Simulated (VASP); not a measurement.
# CuO (P4_2/mmc) in VASP: notebook, part 2 of 2

VASP 6.6.1. The steps go on from the part before.

**4. Single point, PBE**

This run uses another cell than the first one, of 10.49 Å³/atom, 1.102 times its volume.

Contents of INCAR:

```
  ALGO = Normal
  EDIFF = 1E-6
  ENCUT = 520
  GGA = PE
  ISIF = 2
  ISMEAR = -1
  LASPH = T
  LCHARG = F
  LREAL = F
  LWAVE = F
  NBANDS = 25
  NELM = 100
  PREC = Accurate
  SIGMA = 0.05
```

Contents of KPOINTS:

```
k-points
0
Gamma
  8 8 6
```

Contents of POSCAR:

```
CuO
1.0
    2.8576394020      0.0000000000      0.0000000000
    0.0000000000      2.8576394020      0.0000000000
    0.0000000000      0.0000000000      5.1390139443
Cu O
2 2
Direct
    0.0000000000      0.5000000000      0.0000000000
    0.5000000000      0.0000000000      0.5000000000
    0.0000000000      0.0000000000      0.2500000000
    0.0000000000      0.0000000000      0.7500000000
```

Potentials or basis: VASP PAW PBE potentials, release 64 (Cu, O).

Command:

```sh
$ cat potpaw_PBE.64/Cu/POTCAR potpaw_PBE.64/O/POTCAR > POTCAR
$ mpirun -np 1 vasp_std > vasp.out
```

OUTCAR:

```text
EDIFF = 1E-6
   ENCUT = 520
   GGA = PE
   ISIF = 2
   ISMEAR = -1
   LASPH = T
   LREAL = F
   NELM = 100
   PREC = Accurate

 ion  position               nearest neighbor table
   1  0.000  0.500  0.000-   3 1.92   4 1.92   3 1.92   4 1.92
   2  0.500  0.000  0.500-   3 1.92   4 1.92   3 1.92   4 1.92
   3  0.000  0.000  0.250-   1 1.92   2 1.92   1 1.92   2 1.92
   4  0.000  0.000  0.750-   1 1.92   2 1.92   1 1.92   2 1.92

  LATTYP: Found a simple tetragonal cell.
 ALAT       =     2.8576394020
[... 865 lines left out ...]
     25      19.8707      0.00000

 [... further k-points ...]
[... 5 lines left out ...]
  --------------------------------------------------------------------------------------
  -------------------------------------------------------------------------------------
  Total        2.7967157      2.7967157      2.9436252     -0.0000000      0.0000000      0.0000000
  in kB      106.7736922    106.7736922    112.3824363     -0.0000000      0.0000000      0.0000000
  external PRESSURE =     108.6432735 kB  Pullay stress =       0.0000000 kB

 VOLUME and BASIS-vectors are now :
 -----------------------------------------------------------------------------
  energy-cutoff  :      520.00
  volume of cell :       41.97
      direct lattice vectors                 reciprocal lattice vectors
     2.857639402  0.000000000  0.000000000     0.349939184  0.000000000  0.000000000
     0.000000000  2.857639402  0.000000000     0.000000000  0.349939184  0.000000000
     0.000000000  0.000000000  5.139013944     0.000000000  0.000000000  0.194589859

 POSITION                                       TOTAL-FORCE (eV/Angst)
 -----------------------------------------------------------------------------------
      0.00000      1.42882      0.00000         0.000000     -0.000000     -0.000000
      1.42882      0.00000      2.56951         0.000000     -0.000000     -0.000000
      0.00000      0.00000      1.28475         0.000000      0.000000     -0.000000
      0.00000      0.00000      3.85426         0.000000     -0.000000      0.000000
 -----------------------------------------------------------------------------------
    total drift:                                0.000000      0.000000     -0.000000

  FREE ENERGIE OF THE ION-ELECTRON SYSTEM (eV)
  ---------------------------------------------------
  free  energy   TOTEN  =       -19.6422225291 eV

  energy  without entropy=      -19.6260527545  energy(sigma->0) =      -19.63413764
```

OSZICAR:

```text
N       E                     dE             d eps       ncg     rms          rms(c)
DAV:   1     0.304935420015E+03    0.30494E+03   -0.16363E+04  3072   0.212E+03
DAV:   2     0.129681925352E+02   -0.29197E+03   -0.26860E+03  3063   0.397E+02
DAV:   3    -0.246058090303E+02   -0.37574E+02   -0.35609E+02  3702   0.160E+02
DAV:   4    -0.259221617689E+02   -0.13164E+01   -0.13092E+01  3713   0.319E+01
DAV:   5    -0.259498664133E+02   -0.27705E-01   -0.27686E-01  3829   0.407E+00    0.178E+01
DAV:   6    -0.231098537660E+02    0.28400E+01   -0.36929E+01  4233   0.154E+02    0.131E+01
DAV:   7    -0.195809213915E+02    0.35289E+01   -0.10148E+01  3697   0.116E+02    0.257E+00
DAV:   8    -0.196777094069E+02   -0.96788E-01   -0.14639E+00  3230   0.809E+00    0.164E+00
DAV:   9    -0.196473942752E+02    0.30315E-01   -0.55046E-02  4661   0.650E+00    0.536E-01
DAV:  10    -0.196429578629E+02    0.44364E-02   -0.13866E-02  4563   0.181E+00    0.353E-01
DAV:  11    -0.196421797334E+02    0.77813E-03   -0.72099E-03  4619   0.826E-01    0.560E-02
DAV:  12    -0.196421791136E+02    0.61980E-06   -0.34548E-04  3957   0.205E-01    0.330E-02
DAV:  13    -0.196422245913E+02   -0.45478E-04   -0.80827E-05  4243   0.902E-02    0.116E-02
DAV:  14    -0.196422230516E+02    0.15398E-05   -0.50838E-06  3863   0.627E-02    0.806E-03
DAV:  15    -0.196422225291E+02    0.52245E-06   -0.27706E-06  3161   0.158E-02
   1 F= -.19642223E+02 E0= -.19634138E+02  d E =-.161698E-01
```

Wall time 36 s (1 thread of Intel Xeon Platinum 8559C (Emerald Rapids), shared host); peak memory 0.18 GiB.

What came out:

| Item | Value |
| --- | --- |
| Free energy | -19.6422 eV |
| Pressure | 10.9 GPa |
| Band gap on the k mesh | zero (band 17 reaches 6.26 eV, above the bottom of band 18 at 5.10 eV) |

Stress tensor (GPa, compression positive):
```
10.68  0.00  0.00
 0.00 10.68  0.00
 0.00  0.00 11.24
```

Caveat: semilocal functionals often make such compounds metallic where correlation or magnetic order opens a gap, which also shifts bond lengths. With open d or f shells a metallic result of PBE can be an artefact of self-interaction; +U or a hybrid may open a gap.

**5. Single point, PBE**

This run uses another cell than the first one, of 10.81 Å³/atom, 1.136 times its volume.

Contents of INCAR:

```
  PREC = Accurate
  ENCUT = 520
  EDIFF = 1E-6
  ISMEAR = -1
  SIGMA = 0.05
  LREAL = False
  LASPH = True
  NELM = 100
  ALGO = Normal
  ISIF = 2
  LWAVE = False
  LCHARG = False
  GGA = PE
  NBANDS = 25
```

Contents of KPOINTS:

```
Automatic mesh
0
Gamma
  8 8 6
```

Contents of POSCAR:

```
CuO
1.0
    2.8995053213      0.0000000000      0.0000000000
    0.0000000000      2.8995053213      0.0000000000
    0.0000000000      0.0000000000      5.1449128700
Cu O
2 2
Direct
    0.0000000000      0.5000000000      0.0000000000
    0.5000000000      0.0000000000      0.5000000000
    0.0000000000      0.0000000000      0.2500000000
    0.0000000000      0.0000000000      0.7500000000
```

Command:

```sh
$ cat potpaw_PBE.64/Cu/POTCAR potpaw_PBE.64/O/POTCAR > POTCAR
$ mpirun -np 1 vasp_std > vasp.out
```

Run time: 37 s. Hardware: 1 thread of Intel Xeon Platinum 8559C (Emerald Rapids), shared host; peak memory 0.18 GiB.

The run converged. Its results:

| Property | Result |
| --- | --- |
| Free energy | -19.7089 eV |
| Pressure | 5.8 GPa |
| Band gap on the k mesh | zero (band 17 reaches 5.87 eV, above the bottom of band 18 at 4.70 eV) |

Stress tensor (GPa, compression positive):
```
5.64 0.00 0.00
0.00 5.64 0.00
0.00 0.00 6.13
```

Levels at points of the mesh, in eV from the Fermi level:
| k point | band 14 | band 15 | band 16 | band 17 | band 18 | band 19 | band 20 | band 21 |
| --- | --- | --- | --- | --- | --- | --- | --- | --- |
| (0.00, 0.00, 0.00) | -2.46 | -2.37 | -2.02 | 0.67 | 0.67 | 1.47 | 6.16 | 7.36 |
| (0.50, 0.00, 0.00) | -1.97 | -1.63 | -1.55 | 0.21 | 0.45 | 3.60 | 5.97 | 6.60 |
| (0.50, 0.50, 0.00) | -2.41 | -1.64 | -1.23 | -1.23 | 1.15 | 2.10 | 7.16 | 9.98 |
| (0.00, 0.00, 0.50) | -2.38 | -1.59 | -1.59 | 0.09 | 0.09 | 3.55 | 3.55 | 11.67 |
| (0.50, 0.00, 0.50) | -2.44 | -2.08 | -1.88 | -0.15 | 0.67 | 4.28 | 5.95 | 8.36 |
| (0.50, 0.50, 0.50) | -2.00 | -1.45 | -1.45 | -0.50 | -0.50 | 3.97 | 3.97 | 10.74 |

Caveat: semilocal functionals often make such compounds metallic where correlation or magnetic order opens a gap, which also shifts bond lengths. With open d or f shells a metallic result of PBE can be an artefact of self-interaction; +U or a hybrid may open a gap.

**6. Single point, PBE**

This run uses another cell than the first one, of 11.03 Å³/atom, 1.159 times its volume.

Contents of INCAR:

```
SYSTEM = CuO
PREC = Accurate
ENCUT = 520
EDIFF = 1E-6
ISMEAR = -1
SIGMA = 0.05
LREAL = .False.
LASPH = .True.
NELM = 100
ALGO = Normal
ISIF = 2
LWAVE = .False.
LCHARG = .False.
GGA = PE
NBANDS = 25
```

Contents of KPOINTS:

```
regular mesh
0
Gamma
  8 8 6
  0 0 0
```

Contents of POSCAR:

```
CuO
1.0
    2.9268246988      0.0000000000      0.0000000000
    0.0000000000      2.9268246988      0.0000000000
    0.0000000000      0.0000000000      5.1510363492
Cu O
2 2
Direct
    0.0000000000      0.5000000000      0.0000000000
    0.5000000000      0.0000000000      0.5000000000
    0.0000000000      0.0000000000      0.2500000000
    0.0000000000      0.0000000000      0.7500000000
```

Potentials or basis: VASP PAW PBE potentials, release 64 (Cu, O).

Command:

```sh
$ cat potpaw_PBE.64/Cu/POTCAR potpaw_PBE.64/O/POTCAR > POTCAR
$ mpirun -np 1 vasp_std > vasp.out
```

It took 44 s on 1 thread of Intel Xeon Platinum 8559C (Emerald Rapids), shared host; peak memory 0.19 GiB.

The run converged. Its results:

```yaml
Free_energy: -19.7324 eV
Pressure: 2.7 GPa
Band_gap_on_the_k_mesh: zero (band 17 reaches 5.62 eV, above the bottom of band 18 at 4.44 eV)
```

Stress tensor (GPa, compression positive):
```
2.59 0.00 0.00
0.00 2.59 0.00
0.00 0.00 3.05
```

Levels at points of the mesh, in eV from the Fermi level:
```tsv
k point	band 13	band 14	band 15	band 16	band 17	band 18	band 19	band 20	band 21	band 22
(0.00, 0.00, 0.00)	-2.43	-2.41	-2.32	-1.95	0.66	0.66	1.42	6.12	7.29	13.29
(0.50, 0.00, 0.00)	-2.30	-1.92	-1.60	-1.52	0.21	0.46	3.68	5.89	6.49	10.96
(0.50, 0.50, 0.00)	-2.38	-2.38	-1.63	-1.22	-1.22	1.12	2.14	7.18	9.87	9.87
(0.00, 0.00, 0.50)	-2.31	-2.31	-1.57	-1.57	0.10	0.10	3.49	3.49	11.63	11.63
(0.50, 0.00, 0.50)	-2.41	-2.38	-2.05	-1.85	-0.17	0.67	4.31	5.89	8.30	8.77
(0.50, 0.50, 0.50)	-1.94	-1.94	-1.44	-1.44	-0.51	-0.51	4.00	4.00	10.53	10.53
```

Caveat: semilocal functionals often make such compounds metallic where correlation or magnetic order opens a gap, which also shifts bond lengths.

**7. Overview**

| cell | gap on the mesh (eV) | pressure (GPa) |
| --- | --- | --- |
| a = 2.719, b = 2.719, c = 5.151 Å, 4 atoms | none | 31.1 |
| a = 2.784, b = 2.784, c = 5.139 Å, 4 atoms | none | 21.0 |
| a = 2.858, b = 2.858, c = 5.139 Å, 4 atoms | none | 10.9 |
| a = 2.900, b = 2.900, c = 5.145 Å, 4 atoms | none | 5.8 |
| a = 2.927, b = 2.927, c = 5.151 Å, 4 atoms | none | 2.7 |

Alike in all rows: task single point; level PBE; potentials or basis VASP PAW PBE potentials, release 64 (Cu, O); no spin polarisation; k mesh 8 × 8 × 6; cutoff (eV) 520; smearing fermi-dirac 0.05 eV.

Caveats: semilocal functionals often make such compounds metallic where correlation or magnetic order opens a gap, which also shifts bond lengths.

Absolute energies hang on the potentials; compare differences alone.
